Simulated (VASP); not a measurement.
# Rh (Fm-3m) in VASP: a series of runs, part 2 of 2

VASP 6.6.1.

### Step 3. Single point, PBE

Input file INCAR:

```
SYSTEM = Rh
ALGO = Normal
EDIFF = 1E-7
ENCUT = 520
GGA = PE
ISIF = 2
ISMEAR = 0
LASPH = .TRUE.
LCHARG = .FALSE.
LREAL = .FALSE.
LWAVE = .FALSE.
NBANDS = 14
NELM = 100
PREC = Accurate
SIGMA = 0.1
```

Input file KPOINTS:

```
k-points
0
G
  18 18 18
  0 0 0
```

Input file POSCAR:

```
Rh
1.0
    0.0000000000      1.9149689497      1.9149689497
    1.9149689497      0.0000000000      1.9149689497
    1.9149689497      1.9149689497      0.0000000000
Rh
1
Direct
    0.0000000000      0.0000000000      0.0000000000
```

Potentials or basis: VASP PAW PBE potentials, release 64 (Rh_pv).

Run with:

```console
$ cat potpaw_PBE.64/Rh_pv/POTCAR > POTCAR
$ mpirun -np 1 vasp_std > vasp.out
```

OUTCAR:

```text
SYSTEM = Rh
   EDIFF = 1E-7
   ENCUT = 520
   GGA = PE
   ISIF = 2
   ISMEAR = 0
   LASPH = .TRUE.
   LREAL = .FALSE.
   NELM = 100
   PREC = Accurate

 ion  position               nearest neighbor table
   1  0.000  0.000  0.000-

  LATTYP: Found a face centered cubic cell.
 ALAT       =     3.8299378994

  Lattice vectors:

 A1 = (   0.0000000000,   1.9149689497,   1.9149689497)
 A2 = (   1.9149689497,   0.0000000000,   1.9149689497)
 A3 = (   1.9149689497,   1.9149689497,   0.0000000000)

Analysis of symmetry for initial positions (statically):
=====================================================================
 Subroutine PRICEL returns:
 Original cell was already a primitive cell.

 Routine SETGRP: Setting up the symmetry group for a
 face centered cubic supercell.

 Subroutine GETGRP returns: Found 48 space group operations
 (whereof 48 operations were pure point group operations)
 out of a pool of 48 trial point group operations.

The static configuration has the point symmetry O_h .

Analysis of symmetry for dynamics (positions and initial velocities):
=====================================================================
 Subroutine PRICEL returns:
 Original cell was already a primitive cell.

 Routine SETGRP: Setting up the symmetry group for a
 face centered cubic supercell.

 Subroutine GETGRP returns: Found 48 space group operations
 (whereof 48 operations were pure point group operations)
 out of a pool of 48 trial point group operations.

The dynamic configuration has the point symmetry O_h .

 Subroutine INISYM returns: Found 48 space group operations
 (whereof 48 operations are pure point group operations),
 and found     1 'primitive' translations

----------------------------------------------------------------------------------------

                                     Primitive cell

  volume of cell :      14.0448

  direct lattice vectors                    reciprocal lattice vectors
     0.000000000  1.914968950  1.914968950    -0.261100839  0.261100839  0.261100839
     1.914968950  0.000000000  1.914968950     0.261100839 -0.261100839  0.261100839
     1.914968950  1.914968950  0.000000000     0.261100839  0.261100839 -0.261100839

  length of vectors
     2.708175060  2.708175060  2.708175060     0.452239920  0.452239920  0.452239920

  position of ions in fractional coordinates (direct lattice)
     0.000000000  0.000000000  0.000000000

  ion indices of the primitive-cell ions
   primitive index   ion index
                 1           1

----------------------------------------------------------------------------------------

 KPOINTS: k-points

Automatic generation of k-mesh.
 Grid dimensions read from file:
 generate k-points for:   18   18   18

 Generating k-lattice:

  Cartesian coordinates                     Fractional coordinates (reciprocal lattice)
    -0.014505602  0.014505602  0.014505602     0.055555556  0.000000000  0.000000000
     0.014505602 -0.014505602  0.014505602     0.000000000  0.055555556  0.000000000
     0.014505602  0.014505602 -0.014505602     0.000000000  0.000000000  0.055555556

  Length of vectors
     0.025124440  0.025124440  0.025124440

  Shift w.r.t. Gamma in fractional coordinates (k-lattice)
     0.000000000  0.000000000  0.000000000

 Subroutine IBZKPT returns following result:
 ===========================================

 Found    195 irreducible k-points:

 Following reciprocal coordinates:
            Coordinates               Weight
  0.000000  0.000000  0.000000      1.000000
  0.055556  0.000000  0.000000      8.000000
  0.111111  0.000000  0.000000      8.000000
  0.166667  0.000000  0.000000      8.000000
  0.222222  0.000000  0.000000      8.000000
  0.277778  0.000000  0.000000      8.000000
[... 16 lines left out ...]
 -0.277778  0.055556  0.000000     24.000000
 -0.222222  0.055556  0.000000     24.000000
 [... further k-points ...]
   k-points           NKPTS =    195   k-points in BZ     NKDIM =    195   number of bands    NBANDS=     14
   number of dos      NEDOS =    301   number of ions     NIONS =      1
   total plane-waves  NPLWV =   8000
   dimension x,y,z NGX =    20 NGY =   20 NGZ =   20
   dimension x,y,z NGXF=    40 NGYF=   40 NGZF=   40
   ions per type =               1
   NGX,Y,Z   is equivalent  to a cutoff of  12.28, 12.28, 12.28 a.u.
   NGXF,Y,Z  is equivalent  to a cutoff of  24.55, 24.55, 24.55 a.u.
 SYSTEM =  Rh
   PREC   = accura    normal or accurate (medium, high low for compatibility)
   ISTART =      0    job   : 0-new  1-cont  2-samecut
   ICHARG =      2    charge: 1-file 2-atom 10-const
   ISPIN  =      1    spin polarized calculation?
   LNONCOLLINEAR =      F non collinear calculations
   LSORBIT =      F    spin-orbit coupling
   LASPH  =      T    aspherical Exc in radial PAW
   ENCUT  =  520.0 eV  38.22 Ry    6.18 a.u.   5.04  5.04  5.04*2*pi/ulx,y,z
   NELM   =    100;   NELMIN=  2; NELMDL= -5     # of ELM steps
   EDIFF  = 0.1E-06   stopping-criterion for ELM
   LREAL  =      F    real-space projection
   EDIFFG = 0.1E-05   stopping-criterion for IOM
   NSW    =      0    number of steps for IOM
   IBRION =     -1    ionic relax: 0-MD 1-quasi-New 2-CG
   NFREE  =      0    steps in history (QN), initial steepest desc. (CG)
   ISIF   =      2    stress and relaxation
   ISYM   =      2    0-nonsym 1-usesym 2-fastsym
   POTIM  = 0.5000    time-step for ionic-motion
   TEBEG  =    0.0;   TEEND  =   0.0 temperature during run
   PSTRESS=    0.0 pullay stress
   NELECT =      15.0000    total number of electrons
   NUPDOWN=      -1.0000    fix difference up-down
   EMIN   =  10.00;   EMAX   =-10.00  energy-range for DOS
   EFERMI =   0.00;   METHOD = LEGACY
   ISMEAR =     0;   SIGMA  =   0.10  broadening in eV -4-tet -1-fermi 0-gaus
   EFERMI_NEDOS =   21; number of points for ismear=-14 and -15
   IALGO  =     38    algorithm
   IMIX   =      4    mixing-type and parameters
     AMIX     =   0.40;   BMIX     =  1.00
     AMIX_MAG =   1.60;   BMIX_MAG =  1.00
  volume/ion in A,a.u.               =      14.04        94.78
  Fermi-wavevector in a.u.,A,eV,Ry     =   1.673402  3.162271 38.100026  2.800273
  Thomas-Fermi vector in A             =   2.758379
   LORBIT       =      0    0 simple, 1 ext, 2 COOP (PROOUT), +10 PAW based schemes
   GGA     = PE    functional components
   LHFCALC =     F    Hartree Fock is set to
   AEXX    =    0.0000 exact exchange contribution
   IVDW    =     0    specifies the selected vdW correction
   LEPSILON=     F    determine dielectric tensor
   LRPA    =     F    only Hartree local field effects (RPA)
 non-spin polarized calculation
 Gauss-broadening in eV      SIGMA  =   0.10
  energy-cutoff  :      520.00
  volume of cell :       14.04
 maximum number of plane-waves:       388
   NGX =  9   NGY =  9   NGZ =  9

 number of electron      15.0000003 magnetization

 Free energy of the ion-electron system (eV)
  ---------------------------------------------------
  ext. energy  EPLUGINS =         0.00000000
  ---------------------------------------------------
  free energy    TOTEN  =        -7.26168645 eV

  energy without entropy =       -7.25452250  energy(sigma->0) =       -7.25810448

 E-fermi :  11.5187     XC(G=0): -13.8954

 val. band max:       11.5185268447   @ k =   0.5000   0.3889   0.0556
 cond. band min:      11.5266401030   @ k =  -0.4444   0.3333   0.1667
 fundamental gap:      0.0081132584
 Fermi energy:        11.5187056371

 k-point     1 :       0.0000    0.0000    0.0000
  band No.  band energies     occupation
      1     -34.8322      2.00000
      2     -34.8322      2.00000
      3     -34.8322      2.00000
      4       3.7144      2.00000
      5       8.5360      2.00000
      6       8.5360      2.00000
      7       8.5360      2.00000
      8      10.5514      2.00000
      9      10.5514      2.00000
     10      27.5263      0.00000
     11      32.0993      0.00000
     12      32.8660      0.00000
     13      32.8660      0.00000
     14      32.8660      0.00000
[... 375 lines left out ...]
 k-point    24 :      -0.2222    0.0556    0.0000
  band No.  band energies     occupation
      1     -35.1600      2.00000
      2     -34.8993      2.00000
      3     -34.8698      2.00000
      4       5.5236      2.00000
      5       8.2027      2.00000
      6       8.9155      2.00000
      7       8.9665      2.00000
      8      10.3696      2.00000
      9      11.0267      2.00000
     10      26.8252      0.00000
     11      29.1365      0.00000
     12      32.0986      0.00000
     13      34.1716      0.00000
     14      36.0367      0.00000

 [... further k-points ...]
[... 5 lines left out ...]
  --------------------------------------------------------------------------------------
  -------------------------------------------------------------------------------------
  Total        0.0035439      0.0035439      0.0035439      0.0000000      0.0000000     -0.0000000
  in kB        0.4042740      0.4042740      0.4042740      0.0000000      0.0000000     -0.0000000
  external PRESSURE =       0.4042740 kB  Pullay stress =       0.0000000 kB

 VOLUME and BASIS-vectors are now :
 -----------------------------------------------------------------------------
  energy-cutoff  :      520.00
  volume of cell :       14.04
      direct lattice vectors                 reciprocal lattice vectors
     0.000000000  1.914968950  1.914968950    -0.261100839  0.261100839  0.261100839
     1.914968950  0.000000000  1.914968950     0.261100839 -0.261100839  0.261100839
     1.914968950  1.914968950  0.000000000     0.261100839  0.261100839 -0.261100839

 POSITION                                       TOTAL-FORCE (eV/Angst)
 -----------------------------------------------------------------------------------
      0.00000      0.00000      0.00000         0.000000     -0.000000      0.000000
 -----------------------------------------------------------------------------------
    total drift:                               -0.000000     -0.000000     -0.000000

  FREE ENERGIE OF THE ION-ELECTRON SYSTEM (eV)
  ---------------------------------------------------
  free  energy   TOTEN  =        -7.2616864536 eV

  energy  without entropy=       -7.2545225044  energy(sigma->0) =       -7.25810448
```

stdout:

```text
POSCAR found type information on POSCAR Rh
 POSCAR found :  1 types and       1 ions
 scaLAPACK will be used
 LDA part: xc-table for (Slater+PW92), standard interpolation
 POSCAR, INCAR and KPOINTS ok, starting setup
 FFT: planning ... GRIDC
 FFT: planning ... GRID_SOFT
 FFT: planning ... GRID
 WAVECAR not read
 entering main loop
```

Wall time 62 s (1 thread of AMD EPYC 7R13, shared host); peak memory 0.12 GiB.

What came out:

```yaml
Free_energy: -7.2617 eV
Pressure: 0.0 GPa
Band_gap_on_the_k_mesh: zero (an odd number of electrons rules out a gap without spin polarisation)
```
